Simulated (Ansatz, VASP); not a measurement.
## As: VASP beside Ansatz

```xyz
2
Lattice="1.9166 1.1066 3.5541 -1.9166 1.1066 3.5541 0.0000 -2.2131 3.5541" Properties=species:S:1:pos:R:3 pbc="T T T"
As    0.0000    0.0000    2.4261
As    0.0000    0.0000    8.2363
```

Change from the starting cell: volume scaled by 1.06, crystal datasets.

Alike in both runs: task electric field gradients; functional PBE; k mesh 11 × 11 × 11; occupations fermi-dirac, width 0.03 eV; no spin polarisation.

```csv
,VASP,Ansatz
version,VASP 6.6.1,Ansatz 0.2.0
potentials or method,"VASP PAW PBE potentials, release 64 (As), cutoff 520 eV","all-electron PAW with datasets made for the crystal, scalar-relativistic"
```

|  | VASP | Ansatz | Ansatz less VASP |
| --- | --- | --- | --- |
| pressure (GPa) | -0.6 | -0.8 | -0.21 |
| traceless stress, the component that is largest in VASP (GPa) | 0.18 | 0.24 | +0.065 |
| rms of the force components (eV/Å) | 0.056 | 0.082 | +0.0263 |
| size of Vzz on the site where it differs most (V/Å²) | 47.1 | 50.2 | +3.16 |

Atom by atom the forces differ by 0.026 eV/Å (rms over components). Ansatz ran all-electron here, and VASP with PAW potentials.
